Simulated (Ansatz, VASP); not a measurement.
**One calculation of SiB6, two programs**

```
Si B
1.0
     3.23130    0.00000    0.00000
    -1.61565    2.79839    0.00000
     0.00000    0.00000    7.61625
Si B
1 6
Direct
  0.00000 0.00000 0.14434
  0.50000 0.00000 0.32913
  0.00000 0.50000 0.32913
  0.50000 0.50000 0.32913
  0.33333 0.66667 0.78682
  0.66667 0.33333 0.78682
  0.00000 0.00000 0.87952
```

Alike in both runs: functional PBE; k mesh 12 × 12 × 6; occupations gaussian, width 0.1 eV; no spin polarisation.

Ansatz relaxed the structure, and its values are those at the end. VASP's run is a single point on that final structure, the one shown.

|  | VASP | Ansatz |
| --- | --- | --- |
| version | VASP 6.6.1 | Ansatz 0.2.0 |
| potentials or method | VASP PAW PBE potentials, release 64 (Si, B), cutoff 520 eV | scalar-relativistic, plane waves, PAW |
| valence electrons in the cell | 22 | 22 |

```csv
,VASP,Ansatz,Ansatz less VASP
gap on the k mesh at the Fermi level (eV),none,none,-
pressure (GPa),0.0,0.0,+0.04
rms of the force components (eV/Å),0.006,0.000,-0.0060
```

A gap of «none» marks a metal or a gap that the smearing closes. The functional is the same, so the differences come from potentials, cutoffs and numerics.
